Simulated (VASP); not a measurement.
Runs of VASP 6.6.1 on Ba2CuSO2. The structure is that of space group P4/mmm (No. 123), or close to it. The cells are those of the table. 

| cell | gap on the mesh (eV) | pressure (GPa) | largest force (eV/Å) |
| --- | --- | --- | --- |
| a = 4.099, b = 4.099, c = 7.592 Å, 6 atoms | none | -9.7 | 0.72 |
| a = 3.995, b = 3.995, c = 7.400 Å, 6 atoms | none | -5.5 | 0.33 |
| a = 3.941, b = 3.941, c = 7.300 Å, 6 atoms | none | (a) | 0.08 |
| a = 3.886, b = 3.886, c = 7.197 Å, 6 atoms | none | 1.2 | 0.22 |

Alike in all rows: task single point; level PBEsol+D3(BJ); potentials or basis VASP PAW PBE potentials, release 64 (Ba_sv, Cu_sv_GW, S, O); no spin polarisation; k mesh 6 × 6 × 3; cutoff (eV) 820; smearing fermi-dirac 0.1 eV.

Question: Fill in the values left out.

Answer: (a) -2.6.

Caveats: the PAW data sets were made with another functional, which shifts forces and pressure a little; spin-orbit coupling is left out, which moves the levels of the heavy elements; an odd number of electrons without spin polarisation forces a metal; a magnetic or distorted state may lie lower; semilocal functionals often make such compounds metallic where correlation or magnetic order opens a gap, which also shifts bond lengths; the cell stands under tension (at least some runs).

A k mesh can miss the band edges, and the runs leave out spin-orbit coupling on Ba.

A gap of «none» marks levels without a gap at the run's occupations.
